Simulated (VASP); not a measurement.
# Cs (Im-3m) in VASP: notebook

The runs below take Cs through single point, with PBE, PBEsol.

Program: VASP 6.6.1. These are calculated values, not measurements. Logs are shortened: lines on timing, memory, paths and dates and some standing lists are left out, and cuts for length are marked.

### Step 1. The cell of the first run

The structure is cubic, space group Im-3m (No. 229). Conventional cell: a = 6.164 Å, b = 6.164 Å, c = 6.164 Å, α = 90.00°, β = 90.00°, γ = 90.00°.

### Step 2. Single point, PBE (volume scaled by 1.06)

Contents of INCAR:

```
SYSTEM = Cs
PREC = Accurate ; ENCUT = 520
EDIFF = 1E-7 ; ISMEAR = -1
SIGMA = 0.05 ; LREAL = .False.
LASPH = .True. ; NELM = 100
ALGO = Normal ; ISIF = 2
LWAVE = .False. ; LCHARG = .True.
GGA = PE ; LELF = .True.
LVHAR = .True. ; NBANDS = 10
```

Contents of KPOINTS:

```
Automatic mesh
0
Gamma
  9 9 9
  0 0 0
```

Contents of POSCAR:

```
Cs
1.0
   -3.0817797558      3.0817797558      3.0817797558
    3.0817797558     -3.0817797558      3.0817797558
    3.0817797558      3.0817797558     -3.0817797558
Cs
1
Direct
    0.0000000000      0.0000000000      0.0000000000
```

Potentials or basis: VASP PAW PBE potentials, release 64 (Cs_sv).

Command:

```bash
$ cat potpaw_PBE.64/Cs_sv/POTCAR > POTCAR
$ mpirun -np 1 vasp_std > vasp.out
```

OUTCAR:

```text
SYSTEM = Cs
   PREC = Accurate
   ENCUT = 520
   EDIFF = 1E-7
   ISMEAR = -1
   LREAL = .False.
   LASPH = .True.
   NELM = 100
   ISIF = 2
   GGA = PE

 ion  position               nearest neighbor table
   1  0.000  0.000  0.000-

  LATTYP: Found a body centered cubic cell.
 ALAT       =     6.1635595116

  Lattice vectors:

 A1 = (  -3.0817797558,   3.0817797558,   3.0817797558)
 A2 = (   3.0817797558,  -3.0817797558,   3.0817797558)
 A3 = (   3.0817797558,   3.0817797558,  -3.0817797558)

Analysis of symmetry for initial positions (statically):
=====================================================================
 Subroutine PRICEL returns:
 Original cell was already a primitive cell.

 Routine SETGRP: Setting up the symmetry group for a
 body centered cubic supercell.

 Subroutine GETGRP returns: Found 48 space group operations
 (whereof 48 operations were pure point group operations)
 out of a pool of 48 trial point group operations.

The static configuration has the point symmetry O_h .

Analysis of symmetry for dynamics (positions and initial velocities):
=====================================================================
 Subroutine PRICEL returns:
 Original cell was already a primitive cell.

 Routine SETGRP: Setting up the symmetry group for a
 body centered cubic supercell.

 Subroutine GETGRP returns: Found 48 space group operations
 (whereof 48 operations were pure point group operations)
 out of a pool of 48 trial point group operations.

The dynamic configuration has the point symmetry O_h .

 Subroutine INISYM returns: Found 48 space group operations
 (whereof 48 operations are pure point group operations),
 and found     1 'primitive' translations

----------------------------------------------------------------------------------------

                                     Primitive cell

  volume of cell :     117.0752

  direct lattice vectors                    reciprocal lattice vectors
    -3.081779756  3.081779756  3.081779756     0.000000000  0.162243911  0.162243911
     3.081779756 -3.081779756  3.081779756     0.162243911  0.000000000  0.162243911
     3.081779756  3.081779756 -3.081779756     0.162243911  0.162243911  0.000000000

  length of vectors
     5.337799115  5.337799115  5.337799115     0.229447539  0.229447539  0.229447539

  position of ions in fractional coordinates (direct lattice)
     0.000000000  0.000000000  0.000000000

  ion indices of the primitive-cell ions
   primitive index   ion index
                 1           1

----------------------------------------------------------------------------------------

 KPOINTS: Automatic mesh

Automatic generation of k-mesh.
 Grid dimensions read from file:
 generate k-points for:    9    9    9

 Generating k-lattice:

  Cartesian coordinates                     Fractional coordinates (reciprocal lattice)
     0.000000000  0.018027101  0.018027101     0.111111111  0.000000000  0.000000000
     0.018027101  0.000000000  0.018027101     0.000000000  0.111111111  0.000000000
     0.018027101  0.018027101  0.000000000     0.000000000  0.000000000  0.111111111

  Length of vectors
     0.025494171  0.025494171  0.025494171

  Shift w.r.t. Gamma in fractional coordinates (k-lattice)
     0.000000000  0.000000000  0.000000000

 Subroutine IBZKPT returns following result:
 ===========================================

 Found     35 irreducible k-points:

 Following reciprocal coordinates:
            Coordinates               Weight
  0.000000  0.000000  0.000000      1.000000
  0.111111  0.000000  0.000000     12.000000
  0.222222  0.000000  0.000000     12.000000
  0.333333  0.000000  0.000000     12.000000
  0.444444  0.000000  0.000000     12.000000
  0.111111  0.111111  0.000000     24.000000
[... 16 lines left out ...]
 -0.333333  0.444444  0.111111     48.000000
 -0.444444 -0.444444  0.111111     24.000000
 [... further k-points ...]
   k-points           NKPTS =     35   k-points in BZ     NKDIM =     35   number of bands    NBANDS=     10
   number of dos      NEDOS =    301   number of ions     NIONS =      1
   total plane-waves  NPLWV =  64000
   dimension x,y,z NGX =    40 NGY =   40 NGZ =   40
   dimension x,y,z NGXF=    80 NGYF=   80 NGZF=   80
   ions per type =               1
   NGX,Y,Z   is equivalent  to a cutoff of  12.46, 12.46, 12.46 a.u.
   NGXF,Y,Z  is equivalent  to a cutoff of  24.92, 24.92, 24.92 a.u.
 SYSTEM =  Cs
   PREC   = accura    normal or accurate (medium, high low for compatibility)
   ISTART =      0    job   : 0-new  1-cont  2-samecut
   ICHARG =      2    charge: 1-file 2-atom 10-const
   ISPIN  =      1    spin polarized calculation?
   LNONCOLLINEAR =      F non collinear calculations
   LSORBIT =      F    spin-orbit coupling
   LASPH  =      T    aspherical Exc in radial PAW
   ENCUT  =  520.0 eV  38.22 Ry    6.18 a.u.   9.92  9.92  9.92*2*pi/ulx,y,z
   NELM   =    100;   NELMIN=  2; NELMDL= -5     # of ELM steps
   EDIFF  = 0.1E-06   stopping-criterion for ELM
   LREAL  =      F    real-space projection
   EDIFFG = 0.1E-05   stopping-criterion for IOM
   NSW    =      0    number of steps for IOM
   IBRION =     -1    ionic relax: 0-MD 1-quasi-New 2-CG
   NFREE  =      0    steps in history (QN), initial steepest desc. (CG)
   ISIF   =      2    stress and relaxation
   ISYM   =      2    0-nonsym 1-usesym 2-fastsym
   POTIM  = 0.5000    time-step for ionic-motion
   TEBEG  =    0.0;   TEEND  =   0.0 temperature during run
   PSTRESS=    0.0 pullay stress
   NELECT =       9.0000    total number of electrons
   NUPDOWN=      -1.0000    fix difference up-down
   EMIN   =  10.00;   EMAX   =-10.00  energy-range for DOS
   EFERMI =   0.00;   METHOD = LEGACY
   ISMEAR =    -1;   SIGMA  =   0.05  broadening in eV -4-tet -1-fermi 0-gaus
   EFERMI_NEDOS =   21; number of points for ismear=-14 and -15
   IALGO  =     38    algorithm
   IMIX   =      4    mixing-type and parameters
     AMIX     =   0.40;   BMIX     =  1.00
     AMIX_MAG =   1.60;   BMIX_MAG =  1.00
  volume/ion in A,a.u.               =     117.08       790.06
  Fermi-wavevector in a.u.,A,eV,Ry     =   0.696093  1.315425  6.592646  0.484546
  Thomas-Fermi vector in A             =   1.779048
   LORBIT       =      0    0 simple, 1 ext, 2 COOP (PROOUT), +10 PAW based schemes
   GGA     = PE    functional components
[... 5 lines left out ...]
 non-spin polarized calculation
  energy-cutoff  :      520.00
  volume of cell :      117.08
 maximum number of plane-waves:      3212
   NGX = 19   NGY = 19   NGZ = 19

 number of electron       9.0000002 magnetization

 Free energy of the ion-electron system (eV)
  ---------------------------------------------------
  ext. energy  EPLUGINS =         0.00000000
  ---------------------------------------------------
  free energy    TOTEN  =        -0.85737681 eV

  energy without entropy =       -0.84774526  energy(sigma->0) =       -0.85256104

 E-fermi :   0.4112     XC(G=0):  -5.3626

 val. band max:        0.3982878132   @ k =  -0.3333   0.4444   0.1111
 cond. band min:       0.4682300488   @ k =  -0.4444   0.4444   0.1111
 fundamental gap:      0.0699422355
 Fermi energy:         0.4112007218

 k-point     1 :       0.0000    0.0000    0.0000
  band No.  band energies     occupation
      1     -23.4592      2.00000
      2     -10.2049      2.00000
      3     -10.2049      2.00000
      4     -10.2049      2.00000
      5      -1.2506      2.00000
      6       2.8915      0.00000
      7       2.8915      0.00000
      8       2.8915      0.00000
      9       3.7354      0.00000
     10       3.7354      0.00000

 k-point     2 :       0.1111    0.0000    0.0000
  band No.  band energies     occupation
      1     -23.4585      2.00000
      2     -10.2205      2.00000
      3     -10.2099      2.00000
      4     -10.2049      2.00000
      5      -1.1170      2.00000
      6       2.7501      0.00000
      7       2.7535      0.00000
      8       3.0252      0.00000
      9       3.5512      0.00000
     10       3.7131      0.00000

 k-point     3 :       0.2222    0.0000    0.0000
  band No.  band energies     occupation
      1     -23.4567      2.00000
      2     -10.2593      2.00000
      3     -10.2228      2.00000
      4     -10.2049      2.00000
      5      -0.7392      2.00000
      6       2.2742      0.00000
      7       2.4646      0.00000
      8       3.4189      0.00000
      9       3.5539      0.00000
     10       3.7167      0.00000

 k-point     4 :       0.3333    0.0000    0.0000
  band No.  band energies     occupation
      1     -23.4547      2.00000
      2     -10.3024      2.00000
      3     -10.2372      2.00000
      4     -10.2049      2.00000
      5      -0.1925      1.99999
      6       1.7532      0.00000
      7       2.2124      0.00000
      8       3.6642      0.00000
      9       3.8415      0.00000
     10       4.0490      0.00000
[... 222 lines left out ...]
 k-point    22 :      -0.4444    0.4444    0.1111
  band No.  band energies     occupation
      1     -23.4527      2.00000
      2     -10.3259      2.00000
      3     -10.2524      2.00000
      4     -10.2161      2.00000
      5       0.4682      0.48443
      6       1.3311      0.00000
      7       2.1821      0.00000
      8       3.0664      0.00000
      9       4.0590      0.00000
     10       4.8020      0.00000

 k-point    23 :      -0.3333    0.4444    0.1111
  band No.  band energies     occupation
      1     -23.4526      2.00000
      2     -10.3108      2.00000
      3     -10.2601      2.00000
      4     -10.2255      2.00000
      5       0.3983      1.12842
      6       1.5151      0.00000
      7       2.1384      0.00000
      8       3.0779      0.00000
      9       3.7741      0.00000
     10       4.4445      0.00000

 k-point    24 :      -0.4444   -0.4444    0.1111
  band No.  band energies     occupation
      1     -23.4520      2.00000
      2     -10.3209      2.00000
      3     -10.2670      2.00000
      4     -10.2254      2.00000
      5       0.8146      0.00063
      6       1.2151      0.00000
      7       2.0201      0.00000
      8       3.0125      0.00000
      9       3.9703      0.00000
     10       4.6761      0.00000

 [... further k-points ...]
[... 5 lines left out ...]
  --------------------------------------------------------------------------------------
  -------------------------------------------------------------------------------------
  Total       -0.0087714     -0.0087714     -0.0087714      0.0000000      0.0000000      0.0000000
  in kB       -0.1200369     -0.1200369     -0.1200369      0.0000000      0.0000000      0.0000000
  external PRESSURE =      -0.1200369 kB  Pullay stress =       0.0000000 kB

 VOLUME and BASIS-vectors are now :
 -----------------------------------------------------------------------------
  energy-cutoff  :      520.00
  volume of cell :      117.08
      direct lattice vectors                 reciprocal lattice vectors
    -3.081779756  3.081779756  3.081779756     0.000000000  0.162243911  0.162243911
     3.081779756 -3.081779756  3.081779756     0.162243911  0.000000000  0.162243911
     3.081779756  3.081779756 -3.081779756     0.162243911  0.162243911  0.000000000

 POSITION                                       TOTAL-FORCE (eV/Angst)
 -----------------------------------------------------------------------------------
      0.00000      0.00000      0.00000        -0.000000     -0.000000      0.000000
 -----------------------------------------------------------------------------------
    total drift:                               -0.000000     -0.000000     -0.000000

  FREE ENERGIE OF THE ION-ELECTRON SYSTEM (eV)
  ---------------------------------------------------
  free  energy   TOTEN  =        -0.8573768136 eV

  energy  without entropy=       -0.8477452575  energy(sigma->0) =       -0.85256104
```

Wall time 24 s (1 thread of Intel Xeon Platinum 8259CL at 2.50GHz (Skylake/Cascade Lake), shared host); peak memory 0.24 GiB.

What came out:

| Item | Value |
| --- | --- |
| Free energy | -0.8574 eV |
| Pressure | 0.0 GPa |

Caveat: the cell differs from its parent crystal (volume scaled by 1.06); spin-orbit coupling is left out, which moves the levels of the heavy elements.

### Step 3. Single point, PBEsol

This run uses another cell than the first one, of 110.45 Å³/atom, 0.943 times its volume.

Contents of INCAR:

```
SYSTEM = Cs
ALGO = Normal
EDIFF = 1E-6
ENCUT = 520
GGA = PS
ISIF = 2
ISMEAR = -1
LASPH = .TRUE.
LCHARG = .TRUE.
LELF = .TRUE.
LREAL = .FALSE.
LVHAR = .TRUE.
LWAVE = .FALSE.
NBANDS = 10
NELM = 100
PREC = Accurate
SIGMA = 0.05
```

Contents of KPOINTS:

```
k-points
0
G
  9 9 9
  0 0 0
```

Contents of POSCAR:

```
Cs
1.0
   -3.0225000000      3.0225000000      3.0225000000
    3.0225000000     -3.0225000000      3.0225000000
    3.0225000000      3.0225000000     -3.0225000000
Cs
1
Direct
    0.0000000000      0.0000000000      0.0000000000
```

Potentials or basis: VASP PAW PBE potentials, release 64 (Cs_sv).

Command:

```bash
$ cat potpaw_PBE.64/Cs_sv/POTCAR > POTCAR
$ mpirun -np 1 vasp_std > vasp.out
```

OUTCAR:

```text
SYSTEM = Cs
   EDIFF = 1E-6
   ENCUT = 520
   GGA = PS
   ISIF = 2
   ISMEAR = -1
   LASPH = .TRUE.
   LREAL = .FALSE.
   NELM = 100
   PREC = Accurate

 ion  position               nearest neighbor table
   1  0.000  0.000  0.000-

  LATTYP: Found a body centered cubic cell.
 ALAT       =     6.0450000000

  Lattice vectors:

 A1 = (  -3.0225000000,   3.0225000000,   3.0225000000)
 A2 = (   3.0225000000,  -3.0225000000,   3.0225000000)
 A3 = (   3.0225000000,   3.0225000000,  -3.0225000000)

Analysis of symmetry for initial positions (statically):
[... 480 lines left out ...]
      3     -10.1396      2.00000
      4     -10.0888      2.00000
      5       0.8692      0.00071
      6       1.3140      0.00000
      7       2.1008      0.00000
      8       3.1441      0.00000
      9       4.1601      0.00000
     10       4.9477      0.00000

 [... further k-points ...]
[... 5 lines left out ...]
  --------------------------------------------------------------------------------------
  -------------------------------------------------------------------------------------
  Total       -0.0293716     -0.0293716     -0.0293716      0.0000000      0.0000000     -0.0000000
  in kB       -0.4260690     -0.4260690     -0.4260690      0.0000000      0.0000000     -0.0000000
  external PRESSURE =      -0.4260690 kB  Pullay stress =       0.0000000 kB

 VOLUME and BASIS-vectors are now :
 -----------------------------------------------------------------------------
  energy-cutoff  :      520.00
  volume of cell :      110.45
      direct lattice vectors                 reciprocal lattice vectors
    -3.022500000  3.022500000  3.022500000     0.000000000  0.165425972  0.165425972
     3.022500000 -3.022500000  3.022500000     0.165425972  0.000000000  0.165425972
     3.022500000  3.022500000 -3.022500000     0.165425972  0.165425972  0.000000000

 POSITION                                       TOTAL-FORCE (eV/Angst)
 -----------------------------------------------------------------------------------
      0.00000      0.00000      0.00000        -0.000000      0.000000     -0.000000
 -----------------------------------------------------------------------------------
    total drift:                               -0.000000      0.000000     -0.000000

  FREE ENERGIE OF THE ION-ELECTRON SYSTEM (eV)
  ---------------------------------------------------
  free  energy   TOTEN  =        -0.9487636276 eV

  energy  without entropy=       -0.9390132000  energy(sigma->0) =       -0.94388841
```

OSZICAR:

```text
N       E                     dE             d eps       ncg     rms          rms(c)
DAV:   1     0.517618339312E+02    0.51762E+02   -0.30144E+03   700   0.630E+02
DAV:   2     0.390540504291E+01   -0.47856E+02   -0.46174E+02   950   0.106E+02
DAV:   3    -0.883466231424E+00   -0.47889E+01   -0.47836E+01   816   0.395E+01
DAV:   4    -0.948385580332E+00   -0.64919E-01   -0.64910E-01   900   0.541E+00
DAV:   5    -0.948607891397E+00   -0.22231E-03   -0.22231E-03   936   0.290E-01    0.131E-01
DAV:   6    -0.948430039824E+00    0.17785E-03   -0.11506E-03   932   0.165E-01    0.912E-02
DAV:   7    -0.948708097655E+00   -0.27806E-03   -0.30405E-03   886   0.283E-01    0.330E-02
DAV:   8    -0.948762841869E+00   -0.54744E-04   -0.95654E-05   776   0.660E-02    0.513E-03
DAV:   9    -0.948764163541E+00   -0.13217E-05   -0.31041E-06  1034   0.934E-03    0.290E-03
DAV:  10    -0.948763627615E+00    0.53593E-06   -0.60455E-07   468   0.419E-03
   1 F= -.94876363E+00 E0= -.94388841E+00  d E =-.975043E-02
```

stdout:

```text
POSCAR found type information on POSCAR Cs
 POSCAR found :  1 types and       1 ions
 scaLAPACK will be used
 -----------------------------------------------------------------------------
|                                                                             |
|                                                                             |
|     You enforced a specific xc type in the INCAR file but a different       |
|     I HOPE YOU KNOW WHAT YOU ARE DOING!                                     |
|                                                                             |
 -----------------------------------------------------------------------------

 LDA part: xc-table for (Slater+PW92), standard interpolation
 POSCAR, INCAR and KPOINTS ok, starting setup
 FFT: planning ... GRIDC
 FFT: planning ... GRID_SOFT
 FFT: planning ... GRID
 WAVECAR not read
 entering main loop
```

It took 19 s on 1 thread of Intel Xeon Platinum 8488C (Sapphire Rapids), shared host; peak memory 0.24 GiB.

Results:

- Free energy: -0.9488 eV
- Pressure: 0.0 GPa

Caveat: the PAW data sets were made with another functional, which shifts forces and pressure a little; spin-orbit coupling is left out, which moves the levels of the heavy elements.

### Step 4. Single point, PBE

This run uses another cell than the first one, of 110.45 Å³/atom, 0.943 times its volume.

Contents of INCAR:

```
SYSTEM = Cs
ALGO = Normal
EDIFF = 1E-6
ENCUT = 520
GGA = PE
ISIF = 2
ISMEAR = -1
LASPH = .TRUE.
LCHARG = .FALSE.
LREAL = .FALSE.
LWAVE = .FALSE.
NBANDS = 10
NELM = 80
PREC = Accurate
SIGMA = 0.05
```

KPOINTS is that of step 3.

POSCAR is that of step 3.

Command:

```bash
$ cat potpaw_PBE.64/Cs_sv/POTCAR > POTCAR
$ mpirun -np 1 vasp_std > vasp.out
```

Run time: 17 s. Hardware: 1 thread of Intel Xeon Platinum 8488C (Sapphire Rapids), shared host; peak memory 0.24 GiB.

The run converged. Its results:

```
Free energy : -0.8551 eV
Pressure    : 0.1 GPa
```

Levels at points of the mesh, in eV from the Fermi level:
```tsv
k point	band 2	band 3	band 4	band 5	band 6	band 7	band 8	band 9
(0.00, 0.00, 0.00)	-10.57	-10.57	-10.57	-1.72	2.52	2.52	2.52	3.40
```

Caveat: spin-orbit coupling is left out, which moves the levels of the heavy elements.

### Step 5. The runs side by side

| level | cell | gap on the mesh (eV) | pressure (GPa) |
| --- | --- | --- | --- |
| PBE | a = 5.338 Å, angles 109.5°, 1 atom | none | 0.0 |
| PBEsol | a = 5.235 Å, angles 109.5°, 1 atom | none | 0.0 |
| PBE | a = 5.235 Å, angles 109.5°, 1 atom | none | 0.1 |

Alike in all rows: task single point; potentials or basis VASP PAW PBE potentials, release 64 (Cs_sv); no spin polarisation; k mesh 9 × 9 × 9; cutoff (eV) 520; smearing fermi-dirac 0.05 eV.

Caveats: spin-orbit coupling is left out, which moves the levels of the heavy elements; the PAW data sets were made with another functional, which shifts forces and pressure a little (some runs).

Absolute energies hang on the potentials; compare differences alone.
